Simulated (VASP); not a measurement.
# S (P4_2/m) in VASP: single point with PBEsol

Aim: the single point of S with PBEsol.

Program: VASP 6.6.1. These are calculated values, not measurements. Logs are shortened: lines on timing, memory, paths and dates and some standing lists are left out, and cuts for length are marked.

## (1) The cell of the first run

Symmetry: P4_2/m, No. 84, tetragonal system. The conventional cell has a = 6.001 Å, b = 6.001 Å, c = 2.940 Å, α = 90.00°, β = 90.00°, γ = 90.00°. Within 3.0 Å of S (site symmetry m) lie 3 S at 2.19 to 2.94 Å.

## (2) Single point, PBEsol (strained and its atoms moved)

Contents of INCAR:

```
SYSTEM = S
PREC     = Accurate       ! precision mode
ENCUT    = 520            ! plane-wave cutoff, eV
EDIFF    = 1E-6           ! SCF threshold, eV
ISMEAR   = 0              ! smearing method
SIGMA    = 0.1            ! smearing width, eV
LREAL    = .False.        ! projectors in reciprocal space
LASPH    = .True.         ! aspherical terms in the spheres
NELM     = 80             ! most SCF steps
ALGO     = Normal         ! electronic algorithm
ISIF     = 2              ! what is computed and relaxed
LWAVE    = .False.        ! write WAVECAR
LCHARG   = .False.        ! write CHGCAR
GGA      = PS             ! functional
NBANDS   = 20             ! bands
```

Contents of KPOINTS:

```
Automatic mesh
0
Gamma
  6 6 12
  0 0 0
```

Contents of POSCAR:

```
S
1.0
    6.0007375869      0.0000000000      0.0000000000
    0.0000000000      6.0007375869      0.0000000000
    0.0000000000      0.0000000000      2.9402652986
S
4
Direct
    0.8732902040      0.8689644224      0.5000000000
    0.1267097960      0.1310355776      0.5000000000
    0.3689644224      0.6267097960      0.0000000000
    0.6310355776      0.3732902040      0.0000000000
```

Potentials or basis: VASP PAW PBE potentials, release 64 (S).

On the command line:

```console
cat potpaw_PBE.64/S/POTCAR > POTCAR
mpirun -np 1 vasp_std > vasp.out
```

OUTCAR:

```text
SYSTEM = S
   PREC = Accurate
   ENCUT = 520
   EDIFF = 1E-6
   ISMEAR = 0
   LREAL = .False.
   LASPH = .True.
   NELM = 80
   ISIF = 2
   GGA = PS

 ion  position               nearest neighbor table
   1  0.873  0.869  0.500-   2 2.19
   2  0.127  0.131  0.500-   1 2.19
   3  0.369  0.627  0.000-   4 2.19
   4  0.631  0.373  0.000-   3 2.19

  LATTYP: Found a simple tetragonal cell.
 ALAT       =     6.0007375869
 C/A-ratio  =     0.4899839821

  Lattice vectors:

 A1 = (   6.0007375869,   0.0000000000,   0.0000000000)
 A2 = (   0.0000000000,   6.0007375869,   0.0000000000)
 A3 = (   0.0000000000,   0.0000000000,   2.9402652986)

Analysis of symmetry for initial positions (statically):
=====================================================================
 Subroutine PRICEL returns:
 Original cell was already a primitive cell.

 Routine SETGRP: Setting up the symmetry group for a
 simple tetragonal supercell.

 Subroutine GETGRP returns: Found  8 space group operations
 (whereof  4 operations were pure point group operations)
 out of a pool of 16 trial point group operations.

The static configuration has the point symmetry C_2h.
 The point group associated with its full space group is C_4h.

Analysis of symmetry for dynamics (positions and initial velocities):
=====================================================================
 Subroutine PRICEL returns:
 Original cell was already a primitive cell.

 Routine SETGRP: Setting up the symmetry group for a
 simple tetragonal supercell.

 Subroutine GETGRP returns: Found  8 space group operations
 (whereof  4 operations were pure point group operations)
 out of a pool of 16 trial point group operations.

The dynamic configuration has the point symmetry C_2h.
 The point group associated with its full space group is C_4h.

 Subroutine INISYM returns: Found  8 space group operations
 (whereof  4 operations are pure point group operations),
 and found     1 'primitive' translations

----------------------------------------------------------------------------------------

                                     Primitive cell

  volume of cell :     105.8756

  direct lattice vectors                    reciprocal lattice vectors
[... 88 lines left out ...]
   LASPH  =      T    aspherical Exc in radial PAW
   ENCUT  =  520.0 eV  38.22 Ry    6.18 a.u.  11.16 11.16  5.47*2*pi/ulx,y,z
   NELM   =     80;   NELMIN=  2; NELMDL= -5     # of ELM steps
   EDIFF  = 0.1E-05   stopping-criterion for ELM
   LREAL  =      F    real-space projection
   EDIFFG = 0.1E-04   stopping-criterion for IOM
   NSW    =      0    number of steps for IOM
   IBRION =     -1    ionic relax: 0-MD 1-quasi-New 2-CG
   NFREE  =      0    steps in history (QN), initial steepest desc. (CG)
   ISIF   =      2    stress and relaxation
   ISYM   =      2    0-nonsym 1-usesym 2-fastsym
   POTIM  = 0.5000    time-step for ionic-motion
   TEBEG  =    0.0;   TEEND  =   0.0 temperature during run
   PSTRESS=    0.0 pullay stress
   NELECT =      24.0000    total number of electrons
   NUPDOWN=      -1.0000    fix difference up-down
   EMIN   =  10.00;   EMAX   =-10.00  energy-range for DOS
   EFERMI =   0.00;   METHOD = LEGACY
   ISMEAR =     0;   SIGMA  =   0.10  broadening in eV -4-tet -1-fermi 0-gaus
   EFERMI_NEDOS =   21; number of points for ismear=-14 and -15
   IALGO  =     38    algorithm
   IMIX   =      4    mixing-type and parameters
     AMIX     =   0.40;   BMIX     =  1.00
     AMIX_MAG =   1.60;   BMIX_MAG =  1.00
  volume/ion in A,a.u.               =      26.47       178.62
  Fermi-wavevector in a.u.,A,eV,Ry     =   0.998190  1.886306 13.556624  0.996384
  Thomas-Fermi vector in A             =   2.130397
   LORBIT       =      0    0 simple, 1 ext, 2 COOP (PROOUT), +10 PAW based schemes
   GGA     = PS    functional components
   LHFCALC =     F    Hartree Fock is set to
   AEXX    =    0.0000 exact exchange contribution
   IVDW    =     0    specifies the selected vdW correction
   LEPSILON=     F    determine dielectric tensor
   LRPA    =     F    only Hartree local field effects (RPA)
 non-spin polarized calculation
 Gauss-broadening in eV      SIGMA  =   0.10
  energy-cutoff  :      520.00
  volume of cell :      105.88
 maximum number of plane-waves:      2880
 NGX is ok and might be reduce to    48
   NGX = 23   NGY = 23   NGZ = 11

 number of electron      24.0000003 magnetization

 Free energy of the ion-electron system (eV)
  ---------------------------------------------------
  ext. energy  EPLUGINS =         0.00000000
  ---------------------------------------------------
  free energy    TOTEN  =       -14.90995499 eV

  energy without entropy =      -14.88816705  energy(sigma->0) =      -14.89906102

 E-fermi :   1.7714     XC(G=0):  -8.6526

 val. band max:        1.7665955834   @ k =   0.5000   0.0000   0.3333
 cond. band min:       1.7744987353   @ k =   0.5000   0.5000   0.0833
 fundamental gap:      0.0079031518
 Fermi energy:         1.7714169092

 k-point     1 :       0.0000    0.0000    0.0000
  band No.  band energies     occupation
      1     -12.8900      2.00000
      2     -12.2418      2.00000
      3      -9.3001      2.00000
      4      -9.3001      2.00000
      5      -2.7812      2.00000
      6      -2.5012      2.00000
[... 541 lines left out ...]
     19      11.0444      0.00000
     20      11.1207      0.00000

 [... further k-points ...]

------------------------ aborting loop because EDIFF is reached ----------------------------------------

  FORCE on cell =-STRESS in cart. coord.  units (eV):
  Direction    XX          YY          ZZ          XY          YZ          ZX
  --------------------------------------------------------------------------------------
  -------------------------------------------------------------------------------------
  Total       -7.6999621     -7.6999621     -7.9124916      0.0000001      0.0000000      0.0000000
  in kB     -116.5207792   -116.5207792   -119.7369124      0.0000008      0.0000000      0.0000000
  external PRESSURE =    -117.5928236 kB  Pullay stress =       0.0000000 kB

 VOLUME and BASIS-vectors are now :
 -----------------------------------------------------------------------------
  energy-cutoff  :      520.00
  volume of cell :      105.88
      direct lattice vectors                 reciprocal lattice vectors
     6.000737587  0.000000000  0.000000000     0.166646181  0.000000000  0.000000000
     0.000000000  6.000737587  0.000000000     0.000000000  0.166646181  0.000000000
     0.000000000  0.000000000  2.940265299     0.000000000  0.000000000  0.340105364

 POSITION                                       TOTAL-FORCE (eV/Angst)
 -----------------------------------------------------------------------------------
      5.24039      5.21443      1.47013         2.013158      2.082892      0.000000
      0.76035      0.78631      1.47013        -2.013158     -2.082892      0.000000
      2.21406      3.76072      0.00000         2.082892     -2.013158      0.000000
      3.78668      2.24002      0.00000        -2.082892      2.013158      0.000000
 -----------------------------------------------------------------------------------
    total drift:                                0.000000      0.000000      0.000000

  FREE ENERGIE OF THE ION-ELECTRON SYSTEM (eV)
  ---------------------------------------------------
  free  energy   TOTEN  =       -14.9099549881 eV

  energy  without entropy=      -14.8881670490  energy(sigma->0) =      -14.89906102
```

OSZICAR:

```text
N       E                     dE             d eps       ncg     rms          rms(c)
DAV:   1     0.115716118346E+03    0.11572E+03   -0.10057E+04  3080   0.101E+03
DAV:   2    -0.648318767577E+01   -0.12220E+03   -0.11943E+03  4276   0.174E+02
DAV:   3    -0.148418549334E+02   -0.83587E+01   -0.82749E+01  3900   0.498E+01
DAV:   4    -0.149599215943E+02   -0.11807E+00   -0.11794E+00  3972   0.703E+00
DAV:   5    -0.149622303442E+02   -0.23087E-02   -0.23085E-02  3836   0.979E-01    0.114E+01
DAV:   6    -0.149227357242E+02    0.39495E-01   -0.31208E-02  3792   0.899E-01    0.668E+00
DAV:   7    -0.149100868330E+02    0.12649E-01   -0.46024E-02  3900   0.111E+00    0.317E-01
DAV:   8    -0.149099254126E+02    0.16142E-03   -0.31037E-03  3624   0.297E-01    0.808E-02
DAV:   9    -0.149099480259E+02   -0.22613E-04   -0.94139E-05  4168   0.571E-02    0.232E-02
DAV:  10    -0.149099521602E+02   -0.41343E-05   -0.12763E-05  3636   0.192E-02    0.986E-03
DAV:  11    -0.149099547843E+02   -0.26242E-05   -0.17499E-06  3080   0.794E-03    0.158E-03
DAV:  12    -0.149099549881E+02   -0.20373E-06   -0.18166E-07  2308   0.265E-03
   1 F= -.14909955E+02 E0= -.14899061E+02  d E =-.217879E-01
```

stdout:

```text
POSCAR found type information on POSCAR S
 POSCAR found :  1 types and       4 ions
 scaLAPACK will be used
 -----------------------------------------------------------------------------
|                                                                             |
|                                                                             |
|     You enforced a specific xc type in the INCAR file but a different       |
|     I HOPE YOU KNOW WHAT YOU ARE DOING!                                     |
|                                                                             |
 -----------------------------------------------------------------------------

 LDA part: xc-table for (Slater+PW92), standard interpolation
 POSCAR, INCAR and KPOINTS ok, starting setup
 FFT: planning ... GRIDC
 FFT: planning ... GRID_SOFT
 FFT: planning ... GRID
 WAVECAR not read
 entering main loop
```

Run time: 1.8 min. Hardware: 1 thread of Intel Xeon 8259CL, shared host; peak memory 0.28 GiB.

What came out:

```yaml
Free_energy: -14.9100 eV
Pressure: -11.8 GPa
Largest_force: 2.897 eV/Å
Band_gap_on_the_k_mesh: zero (bands 12 and 13 overlap by 1.82 eV)
```

Forces in eV/Å, atoms in the order of the input:
```
S    2.013  2.083  0.000
S   -2.013 -2.083  0.000
S    2.083 -2.013  0.000
S   -2.083  2.013  0.000
```

Stress tensor (GPa, compression positive):
```
-11.65   0.00   0.00
  0.00 -11.65   0.00
  0.00   0.00 -11.97
```

Levels at points of the mesh, in eV from the Fermi level:
| k point | band 9 | band 10 | band 11 | band 12 | band 13 | band 14 | band 15 | band 16 |
| --- | --- | --- | --- | --- | --- | --- | --- | --- |
| (0.00, 0.00, 0.00) | -2.27 | 0.31 | 0.48 | 0.78 | 2.52 | 2.52 | 2.77 | 2.77 |
| (0.50, 0.00, 0.00) | -0.79 | -0.76 | 0.53 | 0.53 | 1.92 | 1.94 | 2.53 | 2.53 |
| (0.50, 0.50, 0.00) | -0.65 | -0.65 | 0.54 | 0.54 | 2.48 | 2.52 | 2.56 | 2.62 |
| (0.00, 0.00, 0.50) | -2.74 | -2.74 | -1.58 | -1.58 | 0.04 | 0.04 | 2.82 | 2.82 |
| (0.50, 0.00, 0.50) | -2.54 | -2.52 | -1.91 | -1.90 | 0.28 | 0.29 | 3.28 | 3.29 |
| (0.50, 0.50, 0.50) | -3.11 | -3.11 | -1.30 | -1.30 | 0.42 | 0.42 | 2.83 | 2.83 |

Caveat: the cell differs from its parent crystal (strained and its atoms moved); the cell stands under tension; this functional lacks dispersion, which holds the molecules together, so the pressure and a relaxed volume are unreliable; the PAW data sets were made with another functional, which shifts forces and pressure a little.
